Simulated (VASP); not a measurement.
A run of VASP 6.6.1 is set up as follows.

The input INCAR:

```
SYSTEM = ZnCd5S6
PREC = Accurate
ENCUT = 520
EDIFF = 1E-7
ISMEAR = 0
SIGMA = 0.1
LREAL = .False.
LASPH = .True.
NELM = 100
ALGO = Normal
ISIF = 2
LWAVE = .False.
LCHARG = .False.
GGA = PE
NBANDS = 66
```

KPOINTS

```
Automatic mesh
0
Gamma
  6 6 1
  0 0 0
```

File POSCAR:

```
ZnCd5S6
1.0
    4.1307286139      0.0027300342     -0.0003957989
   -2.0630394800      3.5761748086     -0.0009131607
   -0.0021742235     -0.0067089633     20.3049632767
Zn Cd S
1 5 6
Direct
   -0.0027456307      0.0008021367      0.3333819559
    0.6698235878      0.3315456855      0.8337949423
    0.0000345855     -0.0035372135      0.6633970453
    0.6644253746      0.3351141279      0.1745313793
    0.3328857847      0.6671863647      0.4929924668
    0.3357771937      0.6696110712      0.0041157187
    0.6691450891      0.3356674523      0.9596401070
   -0.0011707437      0.0001119669      0.4490164642
    0.0030603327     -0.0019584964      0.7892081331
    0.6642993521      0.3339371649      0.3009622637
    0.3335714485      0.6631690531      0.6189066247
    0.3308936257      0.6683506866      0.1300548988
```

Potentials or basis: VASP PAW PBE potentials, release 64 (Zn, Cd, S).

Launch:

```sh
$ cat potpaw_PBE.64/Zn/POTCAR potpaw_PBE.64/Cd/POTCAR potpaw_PBE.64/S/POTCAR > POTCAR
$ mpirun -np 1 vasp_std > vasp.out
```

**Question.** Predict the band gap on the k mesh.

**Answer.** 1.11 eV.

**Question.** What does it give for the largest force?

**Answer.** 0.021 eV/Å.

**Question.** What does it give for the pressure?

**Answer.** 0.3 GPa.

Forces in eV/Å, atoms in the order of the input:
```
Zn   0.008 -0.003 -0.019
Cd  -0.006  0.000 -0.009
Cd  -0.002  0.003 -0.011
Cd   0.004  0.000  0.015
Cd  -0.001 -0.006  0.000
Cd  -0.001 -0.006  0.010
S   -0.001  0.001 -0.003
S    0.002  0.004  0.000
S   -0.001  0.002  0.012
S   -0.004  0.002  0.008
S    0.001  0.003  0.006
S    0.002 -0.001 -0.009
```
